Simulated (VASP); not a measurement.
# Zr (P6_3/mmc) in VASP: notebook

Runs on Zr. Level: PBEsol. Tasks: electric field gradients.

Everything below comes from runs of VASP 6.6.1. Logs are shortened: lines on timing, memory, paths and dates and some standing lists are left out, and cuts for length are marked.

## Step 1: The cell of the first run

It takes space group P6_3/mmc (No. 194, hexagonal). Conventional cell: a = 3.177 Å, b = 3.177 Å, c = 5.060 Å, α = 90.00°, β = 90.00°, γ = 120.00°. Within 4.1 Å of Zr (site symmetry -6m2) lie 12 Zr at 3.12 to 3.18 Å.

## Step 2: Electric field gradients, PBEsol (volume scaled by 0.95)

File INCAR:

```
PREC = Accurate
ENCUT = 520
EDIFF = 1E-8
ISMEAR = -1
SIGMA = 0.08
LREAL = F
LASPH = T
NELM = 80
ALGO = Normal
ISIF = 2
LWAVE = F
LCHARG = F
GGA = PS
LEFG = T
NBANDS = 19
```

File KPOINTS:

```
regular mesh
0
Gamma
  13 13 7
```

File POSCAR:

```
Zr
1.0
    3.1772080069      0.0000000000      0.0000000000
   -1.5886040034      2.7515428470      0.0000000000
    0.0000000000      0.0000000000      5.0597458556
Zr
2
Direct
    0.3333333333      0.6666666667      0.2500000000
    0.6666666667      0.3333333333      0.7500000000
```

Potentials or basis: VASP PAW PBE potentials, release 64 (Zr_sv).

Started as:

```bash
$ cat potpaw_PBE.64/Zr_sv/POTCAR > POTCAR
$ mpirun -np 1 vasp_std > vasp.out
```

OUTCAR:

```text
PREC = Accurate
   ENCUT = 520
   EDIFF = 1E-8
   ISMEAR = -1
   LREAL = F
   LASPH = T
   NELM = 80
   ISIF = 2
   GGA = PS

 ion  position               nearest neighbor table
   1  0.333  0.667  0.250-   2 3.12   2 3.12   2 3.12   2 3.12   2 3.12   2 3.12
   2  0.667  0.333  0.750-   1 3.12   1 3.12   1 3.12   1 3.12   1 3.12   1 3.12

  LATTYP: Found a hexagonal cell.
 ALAT       =     3.1772080069
 C/A-ratio  =     1.5925132521

  Lattice vectors:

 A1 = (   3.1772080069,   0.0000000000,   0.0000000000)
 A2 = (  -1.5886040034,   2.7515428470,   0.0000000000)
 A3 = (   0.0000000000,   0.0000000000,   5.0597458556)

Analysis of symmetry for initial positions (statically):
=====================================================================
 Subroutine PRICEL returns:
 Original cell was already a primitive cell.

 Routine SETGRP: Setting up the symmetry group for a
 hexagonal supercell.

 Subroutine GETGRP returns: Found 24 space group operations
 (whereof 12 operations were pure point group operations)
 out of a pool of 24 trial point group operations.

The static configuration has the point symmetry D_3d.
 The point group associated with its full space group is D_6h.

Analysis of symmetry for dynamics (positions and initial velocities):
=====================================================================
 Subroutine PRICEL returns:
 Original cell was already a primitive cell.

 Routine SETGRP: Setting up the symmetry group for a
 hexagonal supercell.

 Subroutine GETGRP returns: Found 24 space group operations
 (whereof 12 operations were pure point group operations)
 out of a pool of 24 trial point group operations.

The dynamic configuration has the point symmetry D_3d.
 The point group associated with its full space group is D_6h.

 Subroutine INISYM returns: Found 24 space group operations
 (whereof 12 operations are pure point group operations),
 and found     1 'primitive' translations

----------------------------------------------------------------------------------------

                                     Primitive cell

  volume of cell :      44.2334

  direct lattice vectors                    reciprocal lattice vectors
     3.177208007  0.000000000  0.000000000     0.314741747  0.181716233  0.000000000
    -1.588604003  2.751542847  0.000000000     0.000000000  0.363432465  0.000000000
     0.000000000  0.000000000  5.059745856     0.000000000  0.000000000  0.197638385

  length of vectors
     3.177208007  3.177208007  5.059745856     0.363432465  0.363432465  0.197638385

  position of ions in fractional coordinates (direct lattice)
     0.333333333  0.666666667  0.250000000
     0.666666667  0.333333333  0.750000000

  ion indices of the primitive-cell ions
   primitive index   ion index
                 1           1
                 2           2

----------------------------------------------------------------------------------------

 KPOINTS: regular mesh

Automatic generation of k-mesh.
 Grid dimensions read from file:
 generate k-points for:   13   13    7

 Generating k-lattice:

  Cartesian coordinates                     Fractional coordinates (reciprocal lattice)
     0.024210904  0.013978172  0.000000000     0.076923077  0.000000000  0.000000000
     0.000000000  0.027956343  0.000000000     0.000000000  0.076923077  0.000000000
     0.000000000  0.000000000  0.028234055     0.000000000  0.000000000  0.142857143

  Length of vectors
     0.027956343  0.027956343  0.028234055

  Shift w.r.t. Gamma in fractional coordinates (k-lattice)
     0.000000000  0.000000000  0.000000000

 Subroutine IBZKPT returns following result:
 ===========================================

 Found     84 irreducible k-points:

 Following reciprocal coordinates:
            Coordinates               Weight
  0.000000  0.000000  0.000000      1.000000
  0.076923 -0.000000  0.000000      6.000000
  0.153846  0.000000  0.000000      6.000000
  0.230769  0.000000  0.000000      6.000000
  0.307692  0.000000  0.000000      6.000000
  0.384615 -0.000000  0.000000      6.000000
[... 16 lines left out ...]
  0.076923 -0.000000  0.142857     12.000000
  0.153846  0.000000  0.142857     12.000000
 [... further k-points ...]
   k-points           NKPTS =     84   k-points in BZ     NKDIM =     84   number of bands    NBANDS=     19
   number of dos      NEDOS =    301   number of ions     NIONS =      2
   total plane-waves  NPLWV =  23040
   dimension x,y,z NGX =    24 NGY =   24 NGZ =   40
   dimension x,y,z NGXF=    48 NGYF=   48 NGZF=   80
   ions per type =               2
   NGX,Y,Z   is equivalent  to a cutoff of  12.56, 12.56, 13.14 a.u.
   NGXF,Y,Z  is equivalent  to a cutoff of  25.12, 25.12, 26.29 a.u.
 SYSTEM =  unknown system
   PREC   = accura    normal or accurate (medium, high low for compatibility)
   ISTART =      0    job   : 0-new  1-cont  2-samecut
   ICHARG =      2    charge: 1-file 2-atom 10-const
   ISPIN  =      1    spin polarized calculation?
   LNONCOLLINEAR =      F non collinear calculations
   LSORBIT =      F    spin-orbit coupling
   LASPH  =      T    aspherical Exc in radial PAW
   ENCUT  =  520.0 eV  38.22 Ry    6.18 a.u.   5.91  5.91  9.41*2*pi/ulx,y,z
   NELM   =     80;   NELMIN=  2; NELMDL= -5     # of ELM steps
   EDIFF  = 0.1E-07   stopping-criterion for ELM
   LREAL  =      F    real-space projection
   EDIFFG = 0.1E-06   stopping-criterion for IOM
   NSW    =      0    number of steps for IOM
   IBRION =     -1    ionic relax: 0-MD 1-quasi-New 2-CG
   NFREE  =      0    steps in history (QN), initial steepest desc. (CG)
   ISIF   =      2    stress and relaxation
   ISYM   =      2    0-nonsym 1-usesym 2-fastsym
   POTIM  = 0.5000    time-step for ionic-motion
   TEBEG  =    0.0;   TEEND  =   0.0 temperature during run
   PSTRESS=    0.0 pullay stress
   NELECT =      24.0000    total number of electrons
   NUPDOWN=      -1.0000    fix difference up-down
   EMIN   =  10.00;   EMAX   =-10.00  energy-range for DOS
   EFERMI =   0.00;   METHOD = LEGACY
   ISMEAR =    -1;   SIGMA  =   0.08  broadening in eV -4-tet -1-fermi 0-gaus
   EFERMI_NEDOS =   21; number of points for ismear=-14 and -15
   IALGO  =     38    algorithm
   IMIX   =      4    mixing-type and parameters
     AMIX     =   0.40;   BMIX     =  1.00
     AMIX_MAG =   1.60;   BMIX_MAG =  1.00
  volume/ion in A,a.u.               =      22.12       149.25
  Fermi-wavevector in a.u.,A,eV,Ry     =   1.335247  2.523251 24.257627  1.782885
  Thomas-Fermi vector in A             =   2.463966
   LORBIT       =      0    0 simple, 1 ext, 2 COOP (PROOUT), +10 PAW based schemes
   GGA     = PS    functional components
   LHFCALC =     F    Hartree Fock is set to
   AEXX    =    0.0000 exact exchange contribution
   IVDW    =     0    specifies the selected vdW correction
   LEPSILON=     F    determine dielectric tensor
   LRPA    =     F    only Hartree local field effects (RPA)
 non-spin polarized calculation
  energy-cutoff  :      520.00
  volume of cell :       44.23
 maximum number of plane-waves:      1206
 NGX is ok and might be reduce to    24
   NGX = 11   NGY = 11   NGZ = 19

 number of electron      24.0000000 magnetization

 Free energy of the ion-electron system (eV)
  ---------------------------------------------------
  ext. energy  EPLUGINS =         0.00000000
  ---------------------------------------------------
  free energy    TOTEN  =       -18.17829084 eV

  energy without entropy =      -18.13404155  energy(sigma->0) =      -18.15616620

 E-fermi :   9.4364     XC(G=0): -11.4388

 val. band max:        9.4120389286   @ k =   0.3077   0.3077   0.4286
 cond. band min:       9.4449382124   @ k =   0.0769   0.0769   0.0000
 fundamental gap:      0.0328992837
 Fermi energy:         9.4363861706

 k-point     1 :       0.0000    0.0000    0.0000
  band No.  band energies     occupation
      1     -39.1925      2.00000
      2     -38.9994      2.00000
      3     -17.8430      2.00000
      4     -16.8161      2.00000
      5     -16.8161      2.00000
      6     -16.6494      2.00000
[... 11 lines left out ...]
     18      11.6712      0.00000
     19      14.1381      0.00000

 k-point     2 :       0.0769   -0.0000    0.0000
  band No.  band energies     occupation
      1     -39.1841      2.00000
      2     -38.9959      2.00000
      3     -17.8215      2.00000
      4     -16.8642      2.00000
      5     -16.8319      2.00000
      6     -16.6993      2.00000
[... 476 lines left out ...]
 k-point    24 :       0.1538    0.0000    0.1429
  band No.  band energies     occupation
      1     -39.1520      2.00000
      2     -38.9953      2.00000
      3     -17.7159      2.00000
      4     -16.9840      2.00000
      5     -16.8795      2.00000
      6     -16.8644      2.00000
[... 11 lines left out ...]
     18      11.8465      0.00000
     19      14.4971      0.00000

 [... further k-points ...]
[... 5 lines left out ...]
  --------------------------------------------------------------------------------------
  -------------------------------------------------------------------------------------
  Total        0.3705233      0.3705233      0.6843662      0.0000000     -0.0000000      0.0000000
  in kB       13.4207105     13.4207105     24.7884002      0.0000000     -0.0000000      0.0000000
  external PRESSURE =      17.2099404 kB  Pullay stress =       0.0000000 kB

 VOLUME and BASIS-vectors are now :
 -----------------------------------------------------------------------------
  energy-cutoff  :      520.00
  volume of cell :       44.23
      direct lattice vectors                 reciprocal lattice vectors
     3.177208007  0.000000000  0.000000000     0.314741747  0.181716233  0.000000000
    -1.588604003  2.751542847  0.000000000     0.000000000  0.363432465  0.000000000
     0.000000000  0.000000000  5.059745856     0.000000000  0.000000000  0.197638385

 POSITION                                       TOTAL-FORCE (eV/Angst)
 -----------------------------------------------------------------------------------
     -0.00000      1.83436      1.26494        -0.000000      0.000000      0.000000
      1.58860      0.91718      3.79481         0.000000     -0.000000      0.000000
 -----------------------------------------------------------------------------------
    total drift:                               -0.000000      0.000000     -0.000000

  FREE ENERGIE OF THE ION-ELECTRON SYSTEM (eV)
  ---------------------------------------------------
  free  energy   TOTEN  =       -18.1782908425 eV

  energy  without entropy=      -18.1340415525  energy(sigma->0) =      -18.15616620

 Electric field gradients (V/A^2)
---------------------------------------------------------------------
 ion       V_xx      V_yy      V_zz      V_xy      V_xz      V_yz
---------------------------------------------------------------------
   1     -23.270   -23.270    46.541    -0.000     0.000    -0.000
   2     -23.270   -23.270    46.541    -0.000    -0.000     0.000
---------------------------------------------------------------------

 Electric field gradients after diagonalization (V/A^2)
 (convention: |V_zz| > |V_xx| > |V_yy|)
----------------------------------------------------------------------
 ion       V_xx      V_yy      V_zz     asymmetry (V_yy - V_xx)/ V_zz
----------------------------------------------------------------------
   1     -23.270   -23.270    46.541       0.000
   2     -23.270   -23.270    46.541       0.000
----------------------------------------------------------------------

           NMR quadrupolar parameters

 Cq : quadrupolar parameter    Cq=e*Q*V_zz/h
 eta: asymmetry parameters     (V_yy - V_xx)/ V_zz
 Q  : nuclear electric quadrupole moment in mb (millibarn)
----------------------------------------------------------------------
 ion       Cq(MHz)       eta       Q (mb)
----------------------------------------------------------------------
   1       0.113       0.000       1.000
   2       0.113       0.000       1.000
----------------------------------------------------------------------
```

Wall time 38 s (1 thread of Intel Xeon Platinum 8488C (Sapphire Rapids), shared host); peak memory 0.19 GiB.

What came out:

- Free energy: -18.1783 eV
- Pressure: 1.7 GPa
- Band gap on the k mesh: zero (band 12 reaches 10.45 eV, above the bottom of band 13 at 9.25 eV)

Levels at points of the mesh, in eV from the Fermi level:
| k point | band 10 | band 11 | band 12 | band 13 | band 14 | band 15 |
| --- | --- | --- | --- | --- | --- | --- |
| (0.00, 0.00, 0.00) | -3.18 | 0.87 | 0.87 | 1.04 | 1.40 | 1.62 |

Electric field gradients, principal values (V/Å²):
```
atom    least   middle  greatest (by size)
1 Zr  -23.270  -23.270              46.541
2 Zr  -23.270  -23.270              46.541
```

Caveat: without QUAD_EFG the Cq values of the log hold for a quadrupole moment of 1 mb, not for the nuclei; the PAW data sets were made with another functional, which shifts forces and pressure a little.

(Part 1 of 2 ends here.)
